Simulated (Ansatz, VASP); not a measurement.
## Si5P3: VASP beside Ansatz

```xyz
16
Lattice="3.6266 0.0001 0.0036 -1.8132 3.1408 -0.0015 0.0331 0.0015 31.5596" Properties=species:S:1:pos:R:3 pbc="T T T"
Si    0.1040    0.0436   30.3802
Si    3.6958    0.0427    1.1674
Si    1.7865    1.0319    7.1635
Si    1.7827    1.0317    9.5142
Si   -0.0326    2.0799   12.7804
Si   -0.0315    2.0787   10.4152
Si    1.8330    1.0339   18.7868
Si    1.8308    1.0362   21.1519
Si    0.0129    2.0817   24.4030
Si    0.0166    2.0830   22.0524
P     1.9182    1.0906   29.4125
P     0.0682    2.1364    2.1336
P    -0.0257   -0.0149    6.1845
P     1.7797    1.0328   13.7641
P     0.0206    2.0809   17.8031
P     3.6385   -0.0122   25.3835
```

Change from the starting cell: cell x1, atoms moved at random (sigma 0.1 Å) and cell strained at random (1.5 %), then relaxed without symmetry.

Alike in both runs: functional PBE; k mesh 6 × 6 × 1; occupations gaussian, width 0.1 eV; no spin polarisation.

Ansatz relaxed the structure, and its values are those at the end. VASP's run is a single point on that final structure, the one shown.

```csv
,VASP,Ansatz
version,VASP 6.6.1,Ansatz 0.2.0
potentials or method,"VASP PAW PBE potentials, release 64 (Si, P), cutoff 520 eV","scalar-relativistic, plane waves, PAW"
valence electrons in the cell,70,70
```

|  | VASP | Ansatz | Ansatz less VASP |
| --- | --- | --- | --- |
| gap on the k mesh at the Fermi level (eV) | 0.69 | 0.68 | -0.007 |
| least direct gap on the mesh (eV) | 1.64 | 1.62 | -0.018 |
| pressure (GPa) | -0.2 | 0.0 | +0.12 |
| rms of the force components (eV/Å) | 0.010 | 0.005 | -0.0046 |

With one functional, cell and mesh, what is left measures potentials, basis and numerics.
